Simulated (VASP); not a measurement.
# ZnS (F-43m) in VASP: notebook

ZnS is run at these levels: PBEsol+D4, RPBE+D3(BJ), BLYP+D3(BJ); tasks: relaxation of cell and atoms.

Program: VASP 6.6.1. These are calculated values, not measurements. Logs are shortened: lines on timing, memory, paths and dates and some standing lists are left out, and cuts for length are marked.

### 1 The cell of the first run

The structure is cubic, space group F-43m (No. 216). Conventional cell: a = 5.404 Å, b = 5.404 Å, c = 5.404 Å, α = 90.00°, β = 90.00°, γ = 90.00°. Zn (site symmetry -43m) has 4 S at 2.34 Å within 3.1 Å. S (site symmetry -43m) has 4 Zn at 2.34 Å within 3.1 Å.

### 2 Relaxation of cell and atoms, PBEsol+D4

File INCAR:

```
SYSTEM = ZnS
PREC     = Accurate       ! precision mode
ENCUT    = 600            ! plane-wave cutoff, eV
EDIFF    = 1E-6           ! SCF threshold, eV
ISMEAR   = -1             ! smearing method
SIGMA    = 0.05           ! smearing width, eV
LREAL    = .False.        ! projectors in reciprocal space
LASPH    = .True.         ! aspherical terms in the spheres
NELM     = 80             ! most SCF steps
ALGO     = Normal         ! electronic algorithm
ISIF     = 3              ! what is computed and relaxed
LWAVE    = .False.        ! write WAVECAR
LCHARG   = .False.        ! write CHGCAR
GGA      = PS             ! functional
IVDW     = 13             ! dispersion correction
IBRION   = 2              ! ionic algorithm
NSW      = 60             ! ionic steps
EDIFFG   = -0.01          ! ionic threshold
```

File KPOINTS:

```
Automatic mesh
0
Gamma
  9 9 9
  0 0 0
```

File POSCAR:

```
ZnS
1.0
    0.0000000000      2.7020000000      2.7020000000
    2.7020000000      0.0000000000      2.7020000000
    2.7020000000      2.7020000000      0.0000000000
Zn S
1 1
Direct
    0.7500000000      0.7500000000      0.7500000000
    0.0000000000      0.0000000000      0.0000000000
```

Potentials or basis: VASP PAW PBE potentials, release 64 (Zn, S).

Started as:

```bash
$ cat potpaw_PBE.64/Zn/POTCAR potpaw_PBE.64/S/POTCAR > POTCAR
$ mpirun -np 1 vasp_std > vasp.out
```

OUTCAR:

```text
SYSTEM = ZnS
   PREC = Accurate
   ENCUT = 600
   EDIFF = 1E-6
   ISMEAR = -1
   LREAL = .False.
   LASPH = .True.
   NELM = 80
   ISIF = 3
   GGA = PS
   IVDW = 13
   IBRION = 2
   NSW = 60
   EDIFFG = -0.01

 ion  position               nearest neighbor table
   1  0.750  0.750  0.750-   2 2.34   2 2.34   2 2.34   2 2.34
   2  0.000  0.000  0.000-   1 2.34   1 2.34   1 2.34   1 2.34

  LATTYP: Found a face centered cubic cell.
 ALAT       =     5.4040000000

  Lattice vectors:

 A1 = (   0.0000000000,   2.7020000000,   2.7020000000)
 A2 = (   2.7020000000,   0.0000000000,   2.7020000000)
 A3 = (   2.7020000000,   2.7020000000,   0.0000000000)

Analysis of symmetry for initial positions (statically):
=====================================================================
 Subroutine PRICEL returns:
 Original cell was already a primitive cell.

 Routine SETGRP: Setting up the symmetry group for a
 face centered cubic supercell.

 Subroutine GETGRP returns: Found 24 space group operations
 (whereof 24 operations were pure point group operations)
 out of a pool of 48 trial point group operations.

The static configuration has the point symmetry T_d .

Analysis of symmetry for dynamics (positions and initial velocities):
=====================================================================
 Subroutine PRICEL returns:
 Original cell was already a primitive cell.

 Routine SETGRP: Setting up the symmetry group for a
 face centered cubic supercell.

 Subroutine GETGRP returns: Found 24 space group operations
 (whereof 24 operations were pure point group operations)
 out of a pool of 48 trial point group operations.

The dynamic configuration has the point symmetry T_d .

 Subroutine INISYM returns: Found 24 space group operations
 (whereof 24 operations are pure point group operations),
 and found     1 'primitive' translations

----------------------------------------------------------------------------------------

                                     Primitive cell

  volume of cell :      39.4535

  direct lattice vectors                    reciprocal lattice vectors
     0.000000000  2.702000000  2.702000000    -0.185048113  0.185048113  0.185048113
     2.702000000  0.000000000  2.702000000     0.185048113 -0.185048113  0.185048113
     2.702000000  2.702000000  0.000000000     0.185048113  0.185048113 -0.185048113

  length of vectors
     3.821205046  3.821205046  3.821205046     0.320512733  0.320512733  0.320512733

  position of ions in fractional coordinates (direct lattice)
     0.750000000  0.750000000  0.750000000
     0.000000000  0.000000000  0.000000000

  ion indices of the primitive-cell ions
   primitive index   ion index
                 1           1
                 2           2

----------------------------------------------------------------------------------------

 KPOINTS: Automatic mesh

Automatic generation of k-mesh.
 Grid dimensions read from file:
 generate k-points for:    9    9    9

 Generating k-lattice:

  Cartesian coordinates                     Fractional coordinates (reciprocal lattice)
    -0.020560901  0.020560901  0.020560901     0.111111111  0.000000000  0.000000000
     0.020560901 -0.020560901  0.020560901     0.000000000  0.111111111  0.000000000
     0.020560901  0.020560901 -0.020560901     0.000000000  0.000000000  0.111111111

  Length of vectors
     0.035612526  0.035612526  0.035612526

  Shift w.r.t. Gamma in fractional coordinates (k-lattice)
     0.000000000  0.000000000  0.000000000

 Subroutine IBZKPT returns following result:
 ===========================================

 Found     35 irreducible k-points:

 Following reciprocal coordinates:
            Coordinates               Weight
  0.000000  0.000000  0.000000      1.000000
  0.111111  0.000000  0.000000      8.000000
  0.222222  0.000000  0.000000      8.000000
  0.333333  0.000000  0.000000      8.000000
  0.444444  0.000000  0.000000      8.000000
  0.111111  0.111111  0.000000      6.000000
[... 16 lines left out ...]
 -0.333333  0.333333  0.000000     12.000000
  0.444444  0.444444  0.000000      6.000000
 [... further k-points ...]
   k-points           NKPTS =     35   k-points in BZ     NKDIM =     35   number of bands    NBANDS=     13
   number of dos      NEDOS =    301   number of ions     NIONS =      2
   total plane-waves  NPLWV =  32768
   dimension x,y,z NGX =    32 NGY =   32 NGZ =   32
   dimension x,y,z NGXF=    64 NGYF=   64 NGZF=   64
   ions per type =               1   1
   NGX,Y,Z   is equivalent  to a cutoff of  13.92, 13.92, 13.92 a.u.
   NGXF,Y,Z  is equivalent  to a cutoff of  27.84, 27.84, 27.84 a.u.
 SYSTEM =  ZnS
   PREC   = accura    normal or accurate (medium, high low for compatibility)
   ISTART =      0    job   : 0-new  1-cont  2-samecut
   ICHARG =      2    charge: 1-file 2-atom 10-const
   ISPIN  =      1    spin polarized calculation?
   LNONCOLLINEAR =      F non collinear calculations
   LSORBIT =      F    spin-orbit coupling
   LASPH  =      T    aspherical Exc in radial PAW
   ENCUT  =  600.0 eV  44.10 Ry    6.64 a.u.   7.63  7.63  7.63*2*pi/ulx,y,z
   NELM   =     80;   NELMIN=  2; NELMDL= -5     # of ELM steps
   EDIFF  = 0.1E-05   stopping-criterion for ELM
   LREAL  =      F    real-space projection
   EDIFFG = -.1E-01   stopping-criterion for IOM
   NSW    =     60    number of steps for IOM
   IBRION =      2    ionic relax: 0-MD 1-quasi-New 2-CG
   NFREE  =      1    steps in history (QN), initial steepest desc. (CG)
   ISIF   =      3    stress and relaxation
   ISYM   =      2    0-nonsym 1-usesym 2-fastsym
   POTIM  = 0.5000    time-step for ionic-motion
   TEBEG  =    0.0;   TEEND  =   0.0 temperature during run
   PSTRESS=    0.0 pullay stress
   NELECT =      18.0000    total number of electrons
   NUPDOWN=      -1.0000    fix difference up-down
   EMIN   =  10.00;   EMAX   =-10.00  energy-range for DOS
   EFERMI =   0.00;   METHOD = LEGACY
   ISMEAR =    -1;   SIGMA  =   0.05  broadening in eV -4-tet -1-fermi 0-gaus
   EFERMI_NEDOS =   21; number of points for ismear=-14 and -15
   IALGO  =     38    algorithm
   IMIX   =      4    mixing-type and parameters
     AMIX     =   0.40;   BMIX     =  1.00
     AMIX_MAG =   1.60;   BMIX_MAG =  1.00
  volume/ion in A,a.u.               =      19.73       133.12
  Fermi-wavevector in a.u.,A,eV,Ry     =   1.260290  2.381602 21.610537  1.588330
  Thomas-Fermi vector in A             =   2.393807
   LORBIT       =      0    0 simple, 1 ext, 2 COOP (PROOUT), +10 PAW based schemes
   GGA     = PS    functional components
   LHFCALC =     F    Hartree Fock is set to
   AEXX    =    0.0000 exact exchange contribution
   IVDW    =    13    specifies the selected vdW correction
   LEPSILON=     F    determine dielectric tensor
   LRPA    =     F    only Hartree local field effects (RPA)
 conjugate gradient relaxation of ions
 non-spin polarized calculation
  energy-cutoff  :      600.00
  volume of cell :       39.45
 maximum number of plane-waves:      1363
   NGX = 15   NGY = 15   NGZ = 15

--------------------------------------- Ionic step        1  -------------------------------------------

 number of electron      17.9999998 magnetization

 Free energy of the ion-electron system (eV)
  ---------------------------------------------------
  ext. energy  EPLUGINS =         0.00000000
  ---------------------------------------------------
  free energy    TOTEN  =        -7.58386512 eV

  energy without entropy =       -7.58386512  energy(sigma->0) =       -7.58386512

 E-fermi :   2.9697     XC(G=0):  -9.8501

 val. band max:        2.0123647333   @ k =   0.0000   0.0000   0.0000
 cond. band min:       3.9904217514   @ k =   0.0000   0.0000   0.0000
 fundamental gap:      1.9780570182
 Fermi energy:         2.9696568021

 k-point     1 :       0.0000    0.0000    0.0000
  band No.  band energies     occupation
      1     -11.1421      2.00000
      2      -4.3593      2.00000
      3      -4.3592      2.00000
      4      -4.3592      2.00000
      5      -3.8600      2.00000
      6      -3.8600      2.00000
      7       2.0124      2.00000
      8       2.0124      2.00000
      9       2.0124      2.00000
     10       3.9904      0.00000
     11       8.3207      0.00000
     12       8.3208      0.00000
     13       8.3208      0.00000

 k-point     2 :       0.1111    0.0000    0.0000
  band No.  band energies     occupation
      1     -11.0478      2.00000
      2      -4.3602      2.00000
      3      -4.3423      2.00000
      4      -4.3423      2.00000
      5      -3.8616      2.00000
      6      -3.8616      2.00000
      7       1.0532      2.00000
      8       1.8919      2.00000
      9       1.8919      2.00000
     10       4.7180      0.00000
     11       8.2150      0.00000
     12       8.5294      0.00000
     13       8.5294      0.00000
[... 489 lines left out ...]
 VOLUME and BASIS-vectors are now :
 -----------------------------------------------------------------------------
  energy-cutoff  :      600.00
  volume of cell :       37.79
      direct lattice vectors                 reciprocal lattice vectors
     0.000000000  2.663535230  2.663535230    -0.187720438  0.187720438  0.187720438
     2.663535230  0.000000000  2.663535230     0.187720438 -0.187720438  0.187720438
     2.663535230  2.663535230  0.000000000     0.187720438  0.187720438 -0.187720438

 POSITION                                       TOTAL-FORCE (eV/Angst)
 -----------------------------------------------------------------------------------
      3.99530      3.99530      3.99530         0.000000      0.000000      0.000000
      5.32707      5.32707      5.32707        -0.000000     -0.000000     -0.000000
 -----------------------------------------------------------------------------------
    total drift:                                0.000000      0.000000      0.000000

  FREE ENERGIE OF THE ION-ELECTRON SYSTEM (eV)
  ---------------------------------------------------
  free  energy   TOTEN  =        -7.9523303957 eV

  energy  without entropy=       -7.9523303957  energy(sigma->0) =       -7.95233040

--------------------------------------- Ionic step        5  -------------------------------------------

 number of electron      17.9999989 magnetization

 Free energy of the ion-electron system (eV)
  ---------------------------------------------------
  ext. energy  EPLUGINS =         0.00000000
  ---------------------------------------------------
  free energy    TOTEN  =        -7.58642382 eV

  energy without entropy =       -7.58642382  energy(sigma->0) =       -7.58642382

 E-fermi :   3.3734     XC(G=0): -10.0439

 val. band max:        2.4056497256   @ k =   0.0000   0.0000   0.0000
 cond. band min:       4.5631567431   @ k =   0.0000   0.0000   0.0000
 fundamental gap:      2.1575070175
 Fermi energy:         3.3734405399

 k-point     1 :       0.0000    0.0000    0.0000
  band No.  band energies     occupation
      1     -11.0464      2.00000
      2      -4.1424      2.00000
      3      -4.1424      2.00000
      4      -4.1424      2.00000
      5      -3.5935      2.00000
      6      -3.5935      2.00000
      7       2.4056      2.00000
      8       2.4056      2.00000
      9       2.4056      2.00000
     10       4.5632      0.00000
     11       8.6819      0.00000
     12       8.6819      0.00000
     13       8.6819      0.00000

 k-point     2 :       0.1111    0.0000    0.0000
  band No.  band energies     occupation
      1     -10.9452      2.00000
      2      -4.1464      2.00000
      3      -4.1239      2.00000
      4      -4.1239      2.00000
      5      -3.5952      2.00000
      6      -3.5952      2.00000
      7       1.4267      2.00000
      8       2.2758      2.00000
      9       2.2758      2.00000
     10       5.2832      0.00000
     11       8.6008      0.00000
     12       8.9023      0.00000
     13       8.9023      0.00000
[... 369 lines left out ...]
 VOLUME and BASIS-vectors are now :
 -----------------------------------------------------------------------------
  energy-cutoff  :      600.00
  volume of cell :       37.87
      direct lattice vectors                 reciprocal lattice vectors
     0.000000000  2.665238988  2.665238988    -0.187600437  0.187600437  0.187600437
     2.665238988 -0.000000000  2.665238988     0.187600437 -0.187600437  0.187600437
     2.665238988  2.665238988  0.000000000     0.187600437  0.187600437 -0.187600437

 POSITION                                       TOTAL-FORCE (eV/Angst)
 -----------------------------------------------------------------------------------
      3.99786      3.99786      3.99786         0.000000      0.000000     -0.000000
      0.00000      0.00000      0.00000        -0.000000     -0.000000      0.000000
 -----------------------------------------------------------------------------------
    total drift:                                0.000000      0.000000      0.000000

  FREE ENERGIE OF THE ION-ELECTRON SYSTEM (eV)
  ---------------------------------------------------
  free  energy   TOTEN  =        -7.9523275062 eV

  energy  without entropy=       -7.9523275062  energy(sigma->0) =       -7.95232751

 reached required accuracy - stopping structural energy minimisation
```

Wall time 64 s (1 thread of Intel Xeon Platinum 8259CL at 2.50GHz (Skylake/Cascade Lake), shared host); peak memory 0.19 GiB.

What came out:

* Free energy: -7.9523 eV
* Relaxed volume: 18.93 Å³/atom
* Relaxed cell: a = 3.769 Å, b = 3.769 Å, c = 3.769 Å, α = 60.00°, β = 60.00°, γ = 60.00°
* Space group after relaxing (to 0.05 Å): F-43m (No. 216)
* Energy gained by relaxing: 8.3 meV/atom
* Ionic steps: 5
* Pressure after relaxing: 0.0 GPa
* Band gap on the k mesh: 2.16 eV, direct
* Dispersion energy per atom: -0.183 eV

The path:
```tsv
step	energy change (eV)	largest force (eV/Å)	pressure (GPa)	volume (Å³)
1	0.0000	0.0000	-3.10	39.45
2	-0.0148	0.0000	1.25	37.32
3	-0.0166	0.0000	-0.09	37.83
4	-0.0166	0.0000	0.12	37.79
5	-0.0166	0.0000	-0.04	37.87
```

Final structure:
```
Zn S
1.0
     0.00000    2.66524    2.66524
     2.66524    0.00000    2.66524
     2.66524    2.66524    0.00000
Zn S
1 1
Direct
  0.75000 0.75000 0.75000
  0.00000 0.00000 0.00000
```

Levels at points of the mesh, in eV from the valence-band top:
```
           k point  band 6  band 7  band 8  band 9  band 10  band 11  band 12  band 13
(0.00, 0.00, 0.00)   -6.00    0.00    0.00    0.00     2.16     6.28     6.28     6.28
```

Caveat: the PAW data sets were made with another functional, which shifts forces and pressure a little.

### 3 Relaxation of cell and atoms, RPBE+D3(BJ)

File INCAR:

```
  ALGO = Normal
  EDIFF = 1E-6
  EDIFFG = -0.01
  ENCUT = 600
  GGA = RP
  IBRION = 2
  ISIF = 3
  ISMEAR = -1
  IVDW = 12
  LASPH = True
  LCHARG = False
  LREAL = False
  LWAVE = False
  NELM = 80
  NSW = 60
  PREC = Accurate
  SIGMA = 0.05
```

File KPOINTS:

```
k-points
0
Gamma
  9 9 9
```

POSCAR is that of step 2.

Potentials or basis: VASP PAW PBE potentials, release 64 (Zn, S).

Started as:

```bash
$ cat potpaw_PBE.64/Zn/POTCAR potpaw_PBE.64/S/POTCAR > POTCAR
$ mpirun -np 1 vasp_std > vasp.out
```

It took 44 s on 1 thread of Intel Xeon Platinum 8259CL at 2.50GHz (Skylake/Cascade Lake), shared host; peak memory 0.2 GiB.

The run converged. Its results:

| Quantity | Value |
| --- | --- |
| Free energy | -8.4577 eV |
| Relaxed volume | 18.15 Å³/atom |
| Relaxed cell | a = 3.717 Å, b = 3.717 Å, c = 3.717 Å, α = 60.00°, β = 60.00°, γ = 60.00° |
| Space group after relaxing (to 0.05 Å) | F-43m (No. 216) |
| Energy gained by relaxing | 30.7 meV/atom |
| Ionic steps | 3 |
| Pressure after relaxing | 0.1 GPa |
| Band gap on the k mesh | 2.65 eV, direct |
| Dispersion energy per atom | -1.221 eV |

Step by step:
| step | energy change (eV) | largest force (eV/Å) | pressure (GPa) | volume (Å³) |
| --- | --- | --- | --- | --- |
| 1 | 0.0000 | 0.0000 | -5.85 | 39.45 |
| 2 | -0.0560 | 0.0000 | 2.00 | 35.48 |
| 3 | -0.0614 | 0.0000 | 0.05 | 36.31 |

Final structure:
```
Zn S
1.0
     0.00000    2.62823    2.62823
     2.62823    0.00000    2.62823
     2.62823    2.62823    0.00000
Zn S
1 1
Direct
  0.75000 0.75000 0.75000
  0.00000 0.00000 0.00000
```

Levels at points of the mesh, in eV from the valence-band top:
```
           k point  band 6  band 7  band 8  band 9  band 10  band 11  band 12  band 13
(0.00, 0.00, 0.00)   -6.06    0.00    0.00    0.00     2.65     6.37     6.37     6.37
```

Caveat: the PAW data sets were made with another functional, which shifts forces and pressure a little.

### 4 Relaxation of cell and atoms, BLYP+D3(BJ)

File INCAR:

```
SYSTEM = ZnS
  PREC = Accurate
  ENCUT = 600
  EDIFF = 1E-6
  ISMEAR = -1
  SIGMA = 0.05
  LREAL = .False.
  LASPH = .True.
  NELM = 80
  ALGO = Normal
  ISIF = 3
  LWAVE = .False.
  LCHARG = .False.
  GGA = B5
  ALDAX = 1.0
  AGGAX = 1.0
  AGGAC = 1.0
  ALDAC = 0.0
  IVDW = 12
  VDW_S6 = 1.0
  VDW_S8 = 2.6996
  VDW_A1 = 0.4298
  VDW_A2 = 4.2359
  IBRION = 2
  NSW = 60
  EDIFFG = -0.01
```

File KPOINTS:

```
regular mesh
0
Gamma
  9 9 9
  0 0 0
```

POSCAR is that of step 3.

Started as:

```bash
$ cat potpaw_PBE.64/Zn/POTCAR potpaw_PBE.64/S/POTCAR > POTCAR
$ mpirun -np 1 vasp_std > vasp.out
```

It took 57 s on 1 thread of Intel Xeon Platinum 8259CL at 2.50GHz (Skylake/Cascade Lake), shared host; peak memory 0.2 GiB.

It converged, with:

```
Free energy                            : -7.1175 eV
Relaxed volume                         : 19.55 Å³/atom
Relaxed cell                           : a = 3.810 Å, b = 3.810 Å, c = 3.810 Å, α = 60.00°, β = 60.00°, γ = 60.00°
Space group after relaxing (to 0.05 Å) : F-43m (No. 216)
Energy gained by relaxing              : 0.4 meV/atom
Ionic steps                            : 3
Pressure after relaxing                : 0.0 GPa
Band gap on the k mesh                 : 2.17 eV, direct
Dispersion energy per atom             : -0.674 eV
```

The path:
```tsv
step	energy change (eV)	largest force (eV/Å)	pressure (GPa)	volume (Å³)
1	0.0000	0.0000	-0.69	39.45
2	-0.0007	0.0000	0.28	38.97
3	-0.0008	0.0000	0.01	39.10
```

Final structure:
```xyz
2
Lattice="0.0000 2.6938 2.6938 2.6938 0.0000 2.6938 2.6938 2.6938 0.0000" Properties=species:S:1:pos:R:3 pbc="T T T"
Zn    4.0407    4.0407    4.0407
S     0.0000    0.0000    0.0000
```

Levels at points of the mesh, in eV from the valence-band top:
```
           k point  band 7  band 8  band 9  band 10  band 11  band 12
(0.00, 0.00, 0.00)    0.00    0.00    0.00     2.17     6.45     6.45
```

Caveat: the PAW data sets were made with another functional, which shifts forces and pressure a little. A hybrid or GW would open this gap; BLYP tends to underestimate it.

### 5 Summary

| level | gap on the mesh (eV) | pressure (GPa) | relaxed volume (Å³/atom) |
| --- | --- | --- | --- |
| PBEsol+D4 | 2.16 | 0.0 | 18.93 |
| RPBE+D3(BJ) | 2.65 | 0.1 | 18.15 |
| BLYP+D3(BJ) | 2.17 | 0.0 | 19.55 |

Alike in all rows: task relaxation of cell and atoms; potentials or basis VASP PAW PBE potentials, release 64 (Zn, S); no spin polarisation; cell relaxed; k mesh 9 × 9 × 9; cutoff (eV) 600; smearing fermi-dirac 0.05 eV.

Caveats: the PAW data sets were made with another functional, which shifts forces and pressure a little.

Total energies depend on the potentials used, so only differences within one code and one set of settings carry meaning.
